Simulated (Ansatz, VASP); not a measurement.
## Rb in VASP and in Ansatz

```
CELL_PARAMETERS angstrom
3.63415 -3.38401 0.00000
3.63415 3.38401 0.00000
0.00000 0.00000 14.86332
ATOMIC_POSITIONS crystal
Rb 0.74917 0.25083 0.12515
Rb 0.75083 0.24917 0.62515
Rb 0.25083 0.74917 0.87485
Rb 0.24917 0.75083 0.37485
```

Alike in both runs: functional PBE; k mesh 10 × 10 × 4; occupations gaussian, width 0.1 eV; no spin polarisation.

Ansatz relaxed the structure, and its values are those at the end. VASP's run is a single point on that final structure, the one shown.

```csv
,VASP,Ansatz
version,VASP 6.6.1,Ansatz 0.2.0
potentials or method,"VASP PAW PBE potentials, release 64 (Rb_sv), cutoff 500 eV","scalar-relativistic, plane waves, PAW"
valence electrons in the cell,36,36
```

```csv
,VASP,Ansatz,Ansatz less VASP
gap on the k mesh at the Fermi level (eV),none,none,-
pressure (GPa),0.0,0.0,0.00
```

A gap of «none» marks a metal or a gap that the smearing closes. With one functional, cell and mesh, what is left measures potentials, basis and numerics.
